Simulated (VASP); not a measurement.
# CdTe (F-43m) in VASP: further runs

Aim: see how the results for CdTe move with the level of theory and the settings. Levels: PBE, PBEsol. Tasks: electric field gradients.

Everything below comes from runs of VASP 6.6.1. Logs are shortened: lines on timing, memory, paths and dates and some standing lists are left out, and cuts for length are marked.

**1. The cell of the first run**

It takes space group F-43m (No. 216, cubic). The conventional cell has a = 6.280 Å, b = 6.280 Å, c = 6.280 Å, α = 90.00°, β = 90.00°, γ = 90.00°. Cd (site symmetry -43m) has 4 Te at 2.72 Å within 3.6 Å. Te (site symmetry -43m) has 4 Cd at 2.72 Å within 3.6 Å.

**2. Electric field gradients, PBE**

Contents of INCAR:

```
ALGO = Normal
EDIFF = 1E-8
ENCUT = 520
GGA = PE
ISIF = 2
ISMEAR = -1
LASPH = True
LCHARG = False
LEFG = True
LREAL = False
LWAVE = False
NBANDS = 16
NELM = 80
PREC = Accurate
SIGMA = 0.02
```

Contents of KPOINTS:

```
k-points
0
Gamma
  12 12 12
```

Contents of POSCAR:

```
CdTe
1.0
    0.0000000000      3.1400000000      3.1400000000
    3.1400000000      0.0000000000      3.1400000000
    3.1400000000      3.1400000000      0.0000000000
Cd Te
1 1
Direct
    0.0000000000      0.0000000000      0.0000000000
    0.2500000000      0.2500000000      0.2500000000
```

Potentials or basis: VASP PAW PBE potentials, release 64 (Cd, Te).

Started as:

```console
cat potpaw_PBE.64/Cd/POTCAR potpaw_PBE.64/Te/POTCAR > POTCAR
mpirun -np 1 vasp_std > vasp.out
```

OUTCAR:

```text
EDIFF = 1E-8
   ENCUT = 520
   GGA = PE
   ISIF = 2
   ISMEAR = -1
   LASPH = True
   LREAL = False
   NELM = 80
   PREC = Accurate

 ion  position               nearest neighbor table
   1  0.000  0.000  0.000-   2 2.72   2 2.72   2 2.72   2 2.72
   2  0.250  0.250  0.250-   1 2.72   1 2.72   1 2.72   1 2.72

  LATTYP: Found a face centered cubic cell.
 ALAT       =     6.2800000000

  Lattice vectors:

 A1 = (   0.0000000000,   3.1400000000,   3.1400000000)
 A2 = (   3.1400000000,   0.0000000000,   3.1400000000)
 A3 = (   3.1400000000,   3.1400000000,   0.0000000000)

Analysis of symmetry for initial positions (statically):
=====================================================================
 Subroutine PRICEL returns:
 Original cell was already a primitive cell.

 Routine SETGRP: Setting up the symmetry group for a
 face centered cubic supercell.

 Subroutine GETGRP returns: Found 24 space group operations
 (whereof 24 operations were pure point group operations)
 out of a pool of 48 trial point group operations.

The static configuration has the point symmetry T_d .

Analysis of symmetry for dynamics (positions and initial velocities):
=====================================================================
 Subroutine PRICEL returns:
 Original cell was already a primitive cell.

 Routine SETGRP: Setting up the symmetry group for a
 face centered cubic supercell.

 Subroutine GETGRP returns: Found 24 space group operations
 (whereof 24 operations were pure point group operations)
 out of a pool of 48 trial point group operations.

The dynamic configuration has the point symmetry T_d .

 Subroutine INISYM returns: Found 24 space group operations
 (whereof 24 operations are pure point group operations),
 and found     1 'primitive' translations

----------------------------------------------------------------------------------------

                                     Primitive cell

  volume of cell :      61.9183

  direct lattice vectors                    reciprocal lattice vectors
     0.000000000  3.140000000  3.140000000    -0.159235669  0.159235669  0.159235669
     3.140000000  0.000000000  3.140000000     0.159235669 -0.159235669  0.159235669
     3.140000000  3.140000000  0.000000000     0.159235669  0.159235669 -0.159235669

  length of vectors
     4.440630586  4.440630586  4.440630586     0.275804269  0.275804269  0.275804269

  position of ions in fractional coordinates (direct lattice)
     0.000000000  0.000000000  0.000000000
     0.250000000  0.250000000  0.250000000

  ion indices of the primitive-cell ions
   primitive index   ion index
                 1           1
                 2           2

----------------------------------------------------------------------------------------

 KPOINTS: k-points

Automatic generation of k-mesh.
 Grid dimensions read from file:
 generate k-points for:   12   12   12

 Generating k-lattice:

  Cartesian coordinates                     Fractional coordinates (reciprocal lattice)
    -0.013269639  0.013269639  0.013269639     0.083333333  0.000000000  0.000000000
     0.013269639 -0.013269639  0.013269639     0.000000000  0.083333333  0.000000000
     0.013269639  0.013269639 -0.013269639     0.000000000  0.000000000  0.083333333

  Length of vectors
     0.022983689  0.022983689  0.022983689

  Shift w.r.t. Gamma in fractional coordinates (k-lattice)
     0.000000000  0.000000000  0.000000000

 Subroutine IBZKPT returns following result:
 ===========================================

 Found     72 irreducible k-points:

 Following reciprocal coordinates:
            Coordinates               Weight
  0.000000  0.000000  0.000000      1.000000
  0.083333  0.000000  0.000000      8.000000
  0.166667  0.000000  0.000000      8.000000
  0.250000  0.000000  0.000000      8.000000
  0.333333  0.000000  0.000000      8.000000
  0.416667  0.000000  0.000000      8.000000
[... 16 lines left out ...]
  0.500000  0.166667  0.000000     24.000000
 -0.416667  0.166667  0.000000     24.000000
 [... further k-points ...]
   k-points           NKPTS =     72   k-points in BZ     NKDIM =     72   number of bands    NBANDS=     16
   number of dos      NEDOS =    301   number of ions     NIONS =      2
   total plane-waves  NPLWV =  46656
   dimension x,y,z NGX =    36 NGY =   36 NGZ =   36
   dimension x,y,z NGXF=    72 NGYF=   72 NGZF=   72
   ions per type =               1   1
   NGX,Y,Z   is equivalent  to a cutoff of  13.48, 13.48, 13.48 a.u.
   NGXF,Y,Z  is equivalent  to a cutoff of  26.95, 26.95, 26.95 a.u.
 SYSTEM =  unknown system
   PREC   = accura    normal or accurate (medium, high low for compatibility)
   ISTART =      0    job   : 0-new  1-cont  2-samecut
   ICHARG =      2    charge: 1-file 2-atom 10-const
   ISPIN  =      1    spin polarized calculation?
   LNONCOLLINEAR =      F non collinear calculations
   LSORBIT =      F    spin-orbit coupling
   LASPH  =      T    aspherical Exc in radial PAW
   ENCUT  =  520.0 eV  38.22 Ry    6.18 a.u.   8.26  8.26  8.26*2*pi/ulx,y,z
   NELM   =     80;   NELMIN=  2; NELMDL= -5     # of ELM steps
   EDIFF  = 0.1E-07   stopping-criterion for ELM
   LREAL  =      F    real-space projection
   EDIFFG = 0.1E-06   stopping-criterion for IOM
   NSW    =      0    number of steps for IOM
   IBRION =     -1    ionic relax: 0-MD 1-quasi-New 2-CG
   NFREE  =      0    steps in history (QN), initial steepest desc. (CG)
   ISIF   =      2    stress and relaxation
   ISYM   =      2    0-nonsym 1-usesym 2-fastsym
   POTIM  = 0.5000    time-step for ionic-motion
   TEBEG  =    0.0;   TEEND  =   0.0 temperature during run
   PSTRESS=    0.0 pullay stress
   NELECT =      18.0000    total number of electrons
   NUPDOWN=      -1.0000    fix difference up-down
   EMIN   =  10.00;   EMAX   =-10.00  energy-range for DOS
   EFERMI =   0.00;   METHOD = LEGACY
   ISMEAR =    -1;   SIGMA  =   0.02  broadening in eV -4-tet -1-fermi 0-gaus
   EFERMI_NEDOS =   21; number of points for ismear=-14 and -15
   IALGO  =     38    algorithm
   IMIX   =      4    mixing-type and parameters
     AMIX     =   0.40;   BMIX     =  1.00
     AMIX_MAG =   1.60;   BMIX_MAG =  1.00
  volume/ion in A,a.u.               =      30.96       208.92
  Fermi-wavevector in a.u.,A,eV,Ry     =   1.084491  2.049391 16.002099  1.176121
  Thomas-Fermi vector in A             =   2.220582
   LORBIT       =      0    0 simple, 1 ext, 2 COOP (PROOUT), +10 PAW based schemes
   GGA     = PE    functional components
   LHFCALC =     F    Hartree Fock is set to
   AEXX    =    0.0000 exact exchange contribution
   IVDW    =     0    specifies the selected vdW correction
   LEPSILON=     F    determine dielectric tensor
   LRPA    =     F    only Hartree local field effects (RPA)
 non-spin polarized calculation
  energy-cutoff  :      520.00
  volume of cell :       61.92
 maximum number of plane-waves:      1700
 NGX is ok and might be reduce to    36
   NGX = 17   NGY = 17   NGZ = 17

 number of electron      18.0000003 magnetization

 Free energy of the ion-electron system (eV)
  ---------------------------------------------------
  ext. energy  EPLUGINS =         0.00000000
  ---------------------------------------------------
  free energy    TOTEN  =        -4.57533948 eV

  energy without entropy =       -4.57533948  energy(sigma->0) =       -4.57533948

 E-fermi :   3.6300     XC(G=0):  -9.0115

 val. band max:        3.2630384438   @ k =   0.0000   0.0000   0.0000
 cond. band min:       4.3298012072   @ k =   0.0000   0.0000   0.0000
 fundamental gap:      1.0667627634
 Fermi energy:         3.6299684139

 k-point     1 :       0.0000    0.0000    0.0000
  band No.  band energies     occupation
      1      -8.5023      2.00000
      2      -5.4010      2.00000
      3      -5.4010      2.00000
      4      -5.4010      2.00000
      5      -5.0634      2.00000
      6      -5.0634      2.00000
[... 8 lines left out ...]
     15      12.7816      0.00000
     16      12.7816      0.00000
[... 419 lines left out ...]
 k-point    24 :      -0.4167    0.1667    0.0000
  band No.  band energies     occupation
      1      -7.9676      2.00000
      2      -5.3004      2.00000
      3      -5.2890      2.00000
      4      -5.0733      2.00000
      5      -5.0577      2.00000
      6      -4.5662      2.00000
[... 8 lines left out ...]
     15      12.8319      0.00000
     16      13.2913      0.00000

 [... further k-points ...]

------------------------ aborting loop because EDIFF is reached ----------------------------------------

  FORCE on cell =-STRESS in cart. coord.  units (eV):
  Direction    XX          YY          ZZ          XY          YZ          ZX
  --------------------------------------------------------------------------------------
  -------------------------------------------------------------------------------------
  Total        3.1872426      3.1872426      3.1872426     -0.0000000     -0.0000000      0.0000000
  in kB       82.4720444     82.4720444     82.4720444     -0.0000000     -0.0000000      0.0000000
  external PRESSURE =      82.4720444 kB  Pullay stress =       0.0000000 kB

 VOLUME and BASIS-vectors are now :
 -----------------------------------------------------------------------------
  energy-cutoff  :      520.00
  volume of cell :       61.92
      direct lattice vectors                 reciprocal lattice vectors
     0.000000000  3.140000000  3.140000000    -0.159235669  0.159235669  0.159235669
     3.140000000  0.000000000  3.140000000     0.159235669 -0.159235669  0.159235669
     3.140000000  3.140000000  0.000000000     0.159235669  0.159235669 -0.159235669

 POSITION                                       TOTAL-FORCE (eV/Angst)
 -----------------------------------------------------------------------------------
      0.00000      0.00000      0.00000         0.000000      0.000000      0.000000
      1.57000      1.57000      1.57000        -0.000000     -0.000000     -0.000000
 -----------------------------------------------------------------------------------
    total drift:                               -0.000000     -0.000000     -0.000000

  FREE ENERGIE OF THE ION-ELECTRON SYSTEM (eV)
  ---------------------------------------------------
  free  energy   TOTEN  =        -4.5753394774 eV

  energy  without entropy=       -4.5753394773  energy(sigma->0) =       -4.57533948

 Electric field gradients (V/A^2)
---------------------------------------------------------------------
 ion       V_xx      V_yy      V_zz      V_xy      V_xz      V_yz
---------------------------------------------------------------------
   1       0.000    -0.000     0.000    -0.001    -0.001    -0.001
   2       0.000    -0.000     0.000     0.000     0.000     0.000
---------------------------------------------------------------------

 Electric field gradients after diagonalization (V/A^2)
 (convention: |V_zz| > |V_xx| > |V_yy|)
----------------------------------------------------------------------
 ion       V_xx      V_yy      V_zz     asymmetry (V_yy - V_xx)/ V_zz
----------------------------------------------------------------------
   1       0.001     0.001    -0.002       0.000
   2      -0.000    -0.000     0.000       0.000
----------------------------------------------------------------------

           NMR quadrupolar parameters

 Cq : quadrupolar parameter    Cq=e*Q*V_zz/h
 eta: asymmetry parameters     (V_yy - V_xx)/ V_zz
 Q  : nuclear electric quadrupole moment in mb (millibarn)
----------------------------------------------------------------------
 ion       Cq(MHz)       eta       Q (mb)
----------------------------------------------------------------------
   1      -0.000       0.000       1.000
   2       0.000       0.000       1.000
----------------------------------------------------------------------
```

Run time: 34 s. Hardware: 1 thread of Intel Xeon 6975P-C (Granite Rapids), shared host; peak memory 0.25 GiB.

What came out:

| Quantity | Value |
| --- | --- |
| Free energy | -4.5753 eV |
| Pressure | 8.2 GPa |
| Band gap on the k mesh | 1.07 eV |
| Largest electric field gradient by atom | under 0.05 V/Å² on every atom |

Levels at points of the mesh, in eV from the valence-band top:
```
           k point  band 7  band 8  band 9  band 10  band 11  band 12
(0.00, 0.00, 0.00)    0.00    0.00    0.00     1.07     4.52     4.52
(0.50, 0.00, 0.00)   -5.00   -0.93   -0.93     1.91     5.13     5.13
(0.50, 0.50, 0.00)   -4.79   -2.21   -2.21     2.38     2.62     9.39
```

Caveat: the cell stands under pressure; spin-orbit coupling is left out, which moves the levels of the heavy elements.

(Part 1 of 2 ends here.)
